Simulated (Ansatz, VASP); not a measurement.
## Mg in VASP and in Ansatz

The input INCAR:

```
  PREC = Accurate
  ENCUT = 520
  EDIFF = 1E-7
  ISMEAR = 0
  SIGMA = 0.15
  LREAL = False
  LASPH = True
  NELM = 100
  ALGO = Normal
  ISIF = 2
  LWAVE = False
  LCHARG = True
  GGA = PE
  LELF = True
  LVHAR = True
  NBANDS = 7
```

KPOINTS

```
Automatic mesh
0
Gamma
  18 18 18
```

The input POSCAR:

```
Mg
1.0
   -1.7070500000      1.7070500000      1.8412500000
    1.7070500000     -1.7070500000      1.8412500000
    1.7070500000      1.7070500000     -1.8412500000
Mg
1
Direct
    0.0000000000      0.0000000000      0.0000000000
```

Input for Ansatz:

```yaml
crystal:
  lattice:
    - [-1.70705, 1.70705, 1.84125]
    - [1.70705, -1.70705, 1.84125]
    - [1.70705, 1.70705, -1.84125]
  atoms:
    - { symbol: Mg, position: [0.0, 0.0, 0.0] }
basis:
  ecutwfc: 520.0
kpoints:
  mp_grid: { grid: [18, 18, 18] }
hamiltonian:
  xc: pbe
  pseudopotentials: { kind: paw }
scf:
  occupations: { method: gaussian, width: 0.15 }
output:
  forces: true
  stress: true
  eigenvalues: true
```

Alike in both runs: task single point; functional PBE; k mesh 18 × 18 × 18; occupations gaussian, width 0.15 eV; no spin polarisation.

|  | VASP | Ansatz |
| --- | --- | --- |
| version | VASP 6.6.1 | Ansatz 0.2.0 |
| potentials or method | VASP PAW PBE potentials, release 64 (Mg), cutoff 520 eV | scalar-relativistic, plane waves, PAW |
| valence electrons in the cell | 2 | 10 |

|  | VASP | Ansatz | Ansatz less VASP |
| --- | --- | --- | --- |
| gap on the k mesh at the Fermi level (eV) | none | none | - |
| pressure (GPa) | 2.5 | 2.7 | +0.12 |
| traceless stress, the component that is largest in VASP (GPa) | 0.17 | 0.17 | -0.002 |

A gap of «none» marks a metal or a gap that the smearing closes. VASP's potentials hold 2 valence electrons a cell and Ansatz's 10, so a difference there can come from the potentials and not from the codes.
